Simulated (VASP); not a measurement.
# Si in VASP: single point with PBE

Aim: the single point of Si with PBE.

Everything below comes from runs of VASP 6.6.1. Logs are shortened: lines on timing, memory, paths and dates and some standing lists are left out, and cuts for length are marked.

## (1) The cell of the first run

The cell holds a wire or tube with vacuum around it, 12 atoms: a = 12.300 Å, b = 13.200 Å, c = 9.474 Å, α = 90.00°, β = 90.00°, γ = 90.00°.

## (2) Single point, PBE, collinear spin

INCAR reads:

```
SYSTEM = Si
PREC = Accurate
ENCUT = 520
EDIFF = 1E-6
ISMEAR = 0
SIGMA = 0.05
LREAL = .False.
LASPH = .True.
NELM = 150
ALGO = Normal
ISIF = 2
LWAVE = .False.
LCHARG = .True.
ISPIN = 2
MAGMOM = 0.3 0.3 0.3 0.3 0.3 0.3 0.3 0.3 0.3 0.3 0.3 0.3
LORBIT = 11
GGA = PE
LELF = .True.
LVHAR = .True.
NBANDS = 40
```

KPOINTS reads:

```
regular mesh
0
Gamma
  1 1 4
  0 0 0
```

POSCAR reads:

```
Si
1.0
   12.3000000000      0.0000000000      0.0000000000
    0.0000000000     13.2000000000      0.0000000000
    0.0000000000      0.0000000000      9.4737579537
Si
12
Direct
    0.6361576929      0.5000000000      0.2500000000
    0.3638423071      0.3534982769      0.0000000000
    0.5453858976      0.6465017231      0.6666666667
    0.4546141024      0.5000000000      0.5833333333
    0.3638423071      0.6465017231      0.0000000000
    0.5453858976      0.3534982769      0.6666666667
    0.3638423071      0.3534982769      0.2500000000
    0.5453858976      0.6465017231      0.9166666667
    0.6361576929      0.5000000000      0.0000000000
    0.3638423071      0.6465017231      0.2500000000
    0.5453858976      0.3534982769      0.9166666667
    0.4546141024      0.5000000000      0.3333333333
```

Potentials or basis: VASP PAW PBE potentials, release 64 (Si).

The run is started by

```
$ cat potpaw_PBE.64/Si/POTCAR > POTCAR
$ mpirun -np 1 vasp_std > vasp.out
```

OUTCAR:

```text
SYSTEM = Si
   PREC = Accurate
   ENCUT = 520
   EDIFF = 1E-6
   ISMEAR = 0
   LREAL = .False.
   LASPH = .True.
   NELM = 150
   ISIF = 2
   ISPIN = 2
   LORBIT = 11
   GGA = PE

 ion  position               nearest neighbor table
   1  0.636  0.500  0.250-  12 2.37   9 2.37
   2  0.364  0.353  0.000-  11 2.37   7 2.37
   3  0.545  0.647  0.667-   8 2.37   4 2.37
   4  0.455  0.500  0.583-  12 2.37   6 2.37   3 2.37
   5  0.364  0.647  0.000-   8 2.37  10 2.37
   6  0.545  0.353  0.667-  11 2.37   4 2.37
   7  0.364  0.353  0.250-   2 2.37  12 2.37
   8  0.545  0.647  0.917-   5 2.37   3 2.37   9 2.37
   9  0.636  0.500  0.000-   1 2.37   8 2.37  11 2.37
  10  0.364  0.647  0.250-   5 2.37  12 2.37
  11  0.545  0.353  0.917-   2 2.37   6 2.37   9 2.37
  12  0.455  0.500  0.333-   1 2.37   4 2.37   7 2.37  10 2.37

  LATTYP: Found a simple orthorhombic cell.
 ALAT       =     9.4737579537
 B/A-ratio  =     1.2983232272
 C/A-ratio  =     1.3933224877

  Lattice vectors:

 A1 = (   0.0000000000,   0.0000000000,   9.4737579537)
 A2 = (  12.3000000000,   0.0000000000,   0.0000000000)
 A3 = (   0.0000000000,  13.2000000000,   0.0000000000)

Analysis of symmetry for initial positions (statically):
=====================================================================
 Subroutine PRICEL returns:
 Original cell was already a primitive cell.

 Routine SETGRP: Setting up the symmetry group for a
 simple orthorhombic supercell.

 Subroutine GETGRP returns: Found  2 space group operations
 (whereof  2 operations were pure point group operations)
 out of a pool of  8 trial point group operations.

The static configuration has the point symmetry C_1h.

Analysis of symmetry for dynamics (positions and initial velocities):
=====================================================================
 Subroutine PRICEL returns:
 Original cell was already a primitive cell.

 Routine SETGRP: Setting up the symmetry group for a
 simple orthorhombic supercell.

 Subroutine GETGRP returns: Found  2 space group operations
 (whereof  2 operations were pure point group operations)
 out of a pool of  8 trial point group operations.

The dynamic configuration has the point symmetry C_1h.

Analysis of structural, dynamic, and magnetic symmetry:
=====================================================================
 Subroutine PRICEL returns:
 Original cell was already a primitive cell.

 Routine SETGRP: Setting up the symmetry group for a
 simple orthorhombic supercell.

 Subroutine GETGRP returns: Found  2 space group operations
 (whereof  2 operations were pure point group operations)
 out of a pool of  8 trial point group operations.

The overall configuration has the point symmetry C_1h.

 Subroutine INISYM returns: Found  2 space group operations
 (whereof  2 operations are pure point group operations),
 and found     1 'primitive' translations

----------------------------------------------------------------------------------------

                                     Primitive cell

  volume of cell :    1538.1593

  direct lattice vectors                    reciprocal lattice vectors
    12.300000000  0.000000000  0.000000000     0.081300813  0.000000000  0.000000000
     0.000000000 13.200000000  0.000000000     0.000000000  0.075757576  0.000000000
     0.000000000  0.000000000  9.473757954     0.000000000  0.000000000  0.105554734

  length of vectors
    12.300000000 13.200000000  9.473757954     0.081300813  0.075757576  0.105554734

  position of ions in fractional coordinates (direct lattice)
     0.636157693  0.500000000  0.250000000
     0.363842307  0.353498277  0.000000000
     0.545385898  0.646501723  0.666666667
     0.454614102  0.500000000  0.583333333
     0.363842307  0.646501723  0.000000000
     0.545385898  0.353498277  0.666666667
[... 63 lines left out ...]
   ISTART =      0    job   : 0-new  1-cont  2-samecut
   ICHARG =      2    charge: 1-file 2-atom 10-const
   ISPIN  =      2    spin polarized calculation?
   LNONCOLLINEAR =      F non collinear calculations
   LSORBIT =      F    spin-orbit coupling
   LASPH  =      T    aspherical Exc in radial PAW
   ENCUT  =  520.0 eV  38.22 Ry    6.18 a.u.  22.87 24.54 17.61*2*pi/ulx,y,z
   NELM   =    150;   NELMIN=  2; NELMDL= -5     # of ELM steps
   EDIFF  = 0.1E-05   stopping-criterion for ELM
   LREAL  =      F    real-space projection
   EDIFFG = 0.1E-04   stopping-criterion for IOM
   NSW    =      0    number of steps for IOM
   IBRION =     -1    ionic relax: 0-MD 1-quasi-New 2-CG
   NFREE  =      0    steps in history (QN), initial steepest desc. (CG)
   ISIF   =      2    stress and relaxation
   ISYM   =      2    0-nonsym 1-usesym 2-fastsym
   POTIM  = 0.5000    time-step for ionic-motion
   TEBEG  =    0.0;   TEEND  =   0.0 temperature during run
   PSTRESS=    0.0 pullay stress
   NELECT =      48.0000    total number of electrons
   NUPDOWN=      -1.0000    fix difference up-down
   EMIN   =  10.00;   EMAX   =-10.00  energy-range for DOS
   EFERMI =   0.00;   METHOD = LEGACY
   ISMEAR =     0;   SIGMA  =   0.05  broadening in eV -4-tet -1-fermi 0-gaus
   EFERMI_NEDOS =   21; number of points for ismear=-14 and -15
   IALGO  =     38    algorithm
   IMIX   =      4    mixing-type and parameters
     AMIX     =   0.40;   BMIX     =  1.00
     AMIX_MAG =   1.60;   BMIX_MAG =  1.00
  volume/ion in A,a.u.               =     128.18       865.00
  Fermi-wavevector in a.u.,A,eV,Ry     =   0.515412  0.973988  3.614386  0.265650
  Thomas-Fermi vector in A             =   1.530845
   LORBIT       =     11    0 simple, 1 ext, 2 COOP (PROOUT), +10 PAW based schemes
   GGA     = PE    functional components
   LHFCALC =     F    Hartree Fock is set to
   AEXX    =    0.0000 exact exchange contribution
   IVDW    =     0    specifies the selected vdW correction
   LEPSILON=     F    determine dielectric tensor
   LRPA    =     F    only Hartree local field effects (RPA)
 spin polarized calculation
 Gauss-broadening in eV      SIGMA  =   0.05
  energy-cutoff  :      520.00
  volume of cell :     1538.16
 maximum number of plane-waves:     41415
 NGX is ok and might be reduce to    90
   NGX = 45   NGY = 49   NGZ = 35

 number of electron      48.0000001 magnetization       1.4926461

 Free energy of the ion-electron system (eV)
  ---------------------------------------------------
  ext. energy  EPLUGINS =         0.00000000
  ---------------------------------------------------
  free energy    TOTEN  =       -48.18116210 eV

  energy without entropy =      -48.16851576  energy(sigma->0) =      -48.17483893

 E-fermi :  -3.1049     XC(G=0):  -2.7313

 val. band max:       -3.1502429851   @ k =   0.0000   0.0000   0.5000
 cond. band min:      -3.1030612789   @ k =   0.0000   0.0000   0.2500
 fundamental gap:      0.0471817062
 Fermi energy:        -3.1049423277

 spin component 1

 k-point     1 :       0.0000    0.0000    0.0000
  band No.  band energies     occupation
      1     -13.2848      1.00000
      2     -12.2079      1.00000
      3     -11.9197      1.00000
      4     -11.7728      1.00000
      5     -11.2482      1.00000
      6     -10.7438      1.00000
[... 106 lines left out ...]
     35       0.3531      0.00000
     36       0.3822      0.00000
 Fermi energy:        -3.1049423277

 spin component 2

 k-point     1 :       0.0000    0.0000    0.0000
  band No.  band energies     occupation
      1     -13.1731      1.00000
      2     -12.1225      1.00000
      3     -11.8600      1.00000
      4     -11.6409      1.00000
      5     -11.0854      1.00000
      6     -10.6523      1.00000
[... 106 lines left out ...]
     35       0.4258      0.00000
     36       0.4717      0.00000
 [bands above 36 left out]

------------------------ aborting loop because EDIFF is reached ----------------------------------------

  FORCE on cell =-STRESS in cart. coord.  units (eV):
  Direction    XX          YY          ZZ          XY          YZ          ZX
  --------------------------------------------------------------------------------------
  -------------------------------------------------------------------------------------
  Total       -4.9258144     -4.6951462     -6.0745005      0.0000000      0.0000000      1.1791443
  in kB       -5.1308261     -4.8905575     -6.3273204      0.0000000      0.0000000      1.2282202
  external PRESSURE =      -5.4495680 kB  Pullay stress =       0.0000000 kB

 VOLUME and BASIS-vectors are now :
 -----------------------------------------------------------------------------
  energy-cutoff  :      520.00
  volume of cell :     1538.16
      direct lattice vectors                 reciprocal lattice vectors
    12.300000000  0.000000000  0.000000000     0.081300813  0.000000000  0.000000000
     0.000000000 13.200000000  0.000000000     0.000000000  0.075757576  0.000000000
     0.000000000  0.000000000  9.473757954     0.000000000  0.000000000  0.105554734

 POSITION                                       TOTAL-FORCE (eV/Angst)
 -----------------------------------------------------------------------------------
      7.82474      6.60000      2.36844        -0.091183      0.000000      0.060558
      4.47526      4.66618      0.00000         0.401853     -0.026554      0.293409
      6.70825      8.53382      6.31584        -0.402939     -0.624299     -0.014330
      5.59175      6.60000      5.52636         0.842422      0.000000      0.814705
      4.47526      8.53382      0.00000         0.401853      0.026554      0.293409
      6.70825      4.66618      6.31584        -0.402939      0.624299     -0.014330
      4.47526      4.66618      2.36844         0.353182      0.209435     -0.616446
      6.70825      8.53382      8.68428        -0.471586     -0.408973      0.070412
      7.82474      6.60000      0.00000        -0.470533      0.000000      0.086851
      4.47526      8.53382      2.36844         0.353182     -0.209435     -0.616446
      6.70825      4.66618      8.68428        -0.471586      0.408973      0.070412
      5.59175      6.60000      3.15792        -0.041725      0.000000     -0.428206
 -----------------------------------------------------------------------------------
    total drift:                                0.000040      0.000000     -0.000075

  FREE ENERGIE OF THE ION-ELECTRON SYSTEM (eV)
  ---------------------------------------------------
  free  energy   TOTEN  =       -48.1811621040 eV

  energy  without entropy=      -48.1685157564  energy(sigma->0) =      -48.17483893

 total charge

# of ion       s       p       d       tot
------------------------------------------
    1        0.886   0.692   0.000   1.578
    2        0.877   0.706   0.000   1.583
    3        0.872   0.704   0.000   1.576
    4        0.821   0.803   0.000   1.624
    5        0.877   0.706   0.000   1.583
    6        0.872   0.704   0.000   1.576
    7        0.876   0.708   0.000   1.584
    8        0.822   0.796   0.000   1.617
    9        0.826   0.800   0.000   1.626
   10        0.876   0.708   0.000   1.584
   11        0.822   0.796   0.000   1.617
   12        0.785   0.874   0.000   1.659
--------------------------------------------------
tot         10.213   8.994   0.000  19.207

 magnetization (x)

# of ion       s       p       d       tot
------------------------------------------
    1        0.006   0.128   0.000   0.134
    2       -0.001   0.000   0.000  -0.001
    3        0.003   0.047   0.000   0.050
    4        0.000   0.025   0.000   0.025
    5       -0.001   0.000   0.000  -0.001
    6        0.003   0.047   0.000   0.050
    7        0.001   0.038   0.000   0.039
    8        0.005   0.019   0.000   0.023
    9        0.009   0.102   0.000   0.111
   10        0.001   0.038   0.000   0.039
   11        0.005   0.019   0.000   0.023
   12       -0.002   0.008   0.000   0.006
--------------------------------------------------
tot          0.028   0.470   0.000   0.498
```

Wall time 15 min (1 thread of Intel Xeon Platinum 8488C (Sapphire Rapids), shared host); peak memory 1.7 GiB.

Results:

| Property | Result |
| --- | --- |
| Free energy | -48.1812 eV |
| Largest force | 1.172 eV/Å |
| Net moment | 1.49 μB per cell |
| Site moments | Si +0.13, -0.00, +0.05, +0.03, +0.04, +0.02, +0.11, +0.01 (each value once) μB |
| Valence electrons inside the program's atomic spheres | Si 1.58, 1.62, 1.63, 1.66 (each value once) |

Forces on the atoms (eV/Å):
```
Si  -0.091  0.000  0.061
Si   0.402 -0.027  0.293
Si  -0.403 -0.624 -0.014
Si   0.842  0.000  0.815
Si   0.402  0.027  0.293
Si  -0.403  0.624 -0.014
Si   0.353  0.209 -0.616
Si  -0.472 -0.409  0.070
Si  -0.471  0.000  0.087
Si   0.353 -0.209 -0.616
Si  -0.472  0.409  0.070
Si  -0.042  0.000 -0.428
```

Levels at points of the mesh, in eV from the Fermi level:
Spin up:
| k point | band 21 | band 22 | band 23 | band 24 | band 25 | band 26 | band 27 | band 28 |
| --- | --- | --- | --- | --- | --- | --- | --- | --- |
| (0.00, 0.00, 0.00) | -0.80 | -0.73 | -0.27 | -0.11 | 0.11 | 0.24 | 0.50 | 0.74 |
| (0.00, 0.00, 0.50) | -0.83 | -0.45 | -0.38 | -0.13 | -0.09 | -0.07 | 0.50 | 0.69 |
Spin down:
```
           k point  band 21  band 22  band 23  band 24  band 25  band 26
(0.00, 0.00, 0.00)    -0.74    -0.59    -0.22     0.22     0.31     0.39
(0.00, 0.00, 0.50)    -0.72    -0.31    -0.15    -0.05     0.06     0.21
```

Caveat: a moment this small can come from the mesh or the smearing.
